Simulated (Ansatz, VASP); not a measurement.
## Al4Pt: VASP beside Ansatz

```
Al Pt
1.0
     0.00000    3.38581    3.38581
     3.38581    0.00000    3.38581
     3.38581    3.38581    0.00000
Al Pt
4 1
Direct
  0.85553 0.85553 0.85553
  0.85553 0.85553 0.43341
  0.85553 0.43341 0.85553
  0.43341 0.85553 0.85553
  0.50000 0.50000 0.50000
```

Alike in both runs: task single point; functional PBE; k mesh 4 × 4 × 4; occupations gaussian, width 0.1 eV; no spin polarisation.

|  | VASP | Ansatz |
| --- | --- | --- |
| version | VASP 6.6.1 | Ansatz 0.2.0 |
| potentials or method | VASP PAW PBE potentials, release 64 (Al, Pt), cutoff 520 eV | scalar-relativistic, plane waves, PAW |
| valence electrons in the cell | 22 | 30 |

|  | VASP | Ansatz | Ansatz less VASP |
| --- | --- | --- | --- |
| gap on the k mesh at the Fermi level (eV) | none | none | - |
| rms of the force components (eV/Å) | 8.237 | 8.216 | -0.0215 |

Atom by atom the forces differ by 0.021 eV/Å (rms over components). A gap of «none» marks a metal or a gap that the smearing closes. VASP's potentials hold 22 valence electrons a cell and Ansatz's 30, so a difference there can come from the potentials and not from the codes.

The k mesh is coarse, so the values compare programs but aren't converged. Neither program's run includes spin-orbit coupling.
